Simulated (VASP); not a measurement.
**Fe: single point with LDA**

The system is Fe.

```
CELL_PARAMETERS angstrom
0.00000 1.97982 2.00365
1.52783 0.00000 2.00365
1.52783 1.97982 0.00000
ATOMIC_POSITIONS crystal
Fe 0.00000 0.00000 0.00000
```

This cell differs from its parent crystal: volume scaled by 1.06.

```yaml
Program: VASP 6.6.1
Task: single point
Functional: LDA
Potentials_or_basis: VASP PAW LDA potentials, release 64 (Fe)
Cutoff: 600 eV
k_mesh: 16 × 16 × 16
Occupations: fermi-dirac, width 0.05 eV
Spin: collinear spin, ferromagnetic start
Starting_moments: "[3.0] μB"
Dipole_correction: no
Further_INCAR_settings: ALGO = Normal; EDIFF = 1e-06; NBANDS = 14
```

* Pressure: -26.1 GPa
* Net moment: 2.26 μB per cell
* Site moments: Fe +2.24 μB
* Valence electrons inside the program's atomic spheres: Fe 7.16

Stress tensor (GPa, compression positive):
```
-30.58   0.00   0.00
  0.00 -23.24   0.00
  0.00   0.00 -24.50
```

Levels at points of the mesh, in eV from the Fermi level:
Spin up:
```tsv
k point	band 3	band 4	band 5	band 6	band 7	band 8
(0.00, 0.00, 0.00)	-2.22	-1.90	-1.17	-0.79	23.19	24.60
(0.50, 0.00, 0.00)	-1.24	-0.68	0.25	0.25	6.52	18.30
(0.50, 0.50, 0.00)	-0.65	-0.58	0.32	0.77	7.21	16.70
(0.50, 0.00, 0.50)	-0.68	-0.63	0.38	0.98	7.48	16.48
(0.00, 0.50, 0.50)	-0.04	0.06	0.15	7.43	10.36	10.37
```
Spin down:
```
           k point  band 1  band 2  band 3  band 4  band 5  band 6  band 7  band 8
(0.00, 0.00, 0.00)   -7.78   -0.50   -0.38    0.05    1.08    1.60   23.33   24.77
(0.50, 0.00, 0.00)   -3.34   -1.24    0.61    0.99    1.66    2.40    7.89   18.58
(0.50, 0.50, 0.00)   -3.30   -1.87    1.15    1.67    1.79    2.46    8.56   17.06
(0.50, 0.00, 0.50)   -3.28   -1.83    1.36    1.62    1.73    2.49    8.81   16.83
(0.00, 0.50, 0.50)   -2.88   -2.70    2.12    2.17    2.24    7.89   10.84   10.85
```

Wall time 76 s on 1 thread of Intel(R) Xeon(R) 6975P-C (Granite Rapids) (shared host), peak memory 0.28 GiB.
